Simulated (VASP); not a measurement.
Set up this calculation in VASP 6.6.1, as the native input.

```
Task                   : single point
Functional             : LDA
Potentials or basis    : VASP PAW LDA potentials, release 64 (Al, N)
Cutoff                 : 520 eV
k mesh                 : 8 × 8 × 3
Occupations            : gaussian, width 0.05 eV
Spin                   : no spin polarisation
Dipole correction      : no
Further INCAR settings : ALGO = Normal; EDIFF = 1e-06; NBANDS = 26
```

The structure of AlN lies in POSCAR:

```
AlN
1.0
   -3.0886152975      0.0000000000      0.0000000000
   -1.5443076488     -2.6748193102      0.0000000000
   -0.2573846081     -0.4458032184      9.8871685333
Al N
4 4
Direct
    0.3333333333      0.1825815819      0.9045105086
    0.3333333333      0.2659149152      0.4045105086
    0.6666666667      0.6409149152      0.1545105086
    0.6666666667      0.5575815819      0.6545105086
    0.3333333333      0.3174184181      0.0954894914
    0.3333333333      0.2340850848      0.5954894914
    0.6666666667      0.6090850848      0.3454894914
    0.6666666667      0.5257517514      0.8454894914
```

One way to write it, as run:

INCAR

```
SYSTEM = AlN
ALGO = Normal
EDIFF = 1E-6
ENCUT = 520
ISIF = 2
ISMEAR = 0
LASPH = .True.
LCHARG = .True.
LELF = .True.
LREAL = .False.
LVHAR = .True.
LWAVE = .False.
NBANDS = 26
NELM = 60
PREC = Accurate
SIGMA = 0.05
```

KPOINTS

```
k-points
0
Gamma
  8 8 3
  0 0 0
```

Potentials or basis: VASP PAW LDA potentials, release 64 (Al, N).

The run is started by

```bash
$ cat potpaw_LDA.64/Al/POTCAR potpaw_LDA.64/N/POTCAR > POTCAR
$ mpirun -np 1 vasp_std > vasp.out
```

Results of the run:

```
Pressure               : 0.1 GPa
Largest force          : 1.000 eV/Å
Band gap on the k mesh : 4.10 eV
```

It took 3 min on 1 thread of Intel(R) Xeon(R) Platinum 8488C (Sapphire Rapids), on a shared host, peak memory 0.26 GiB.
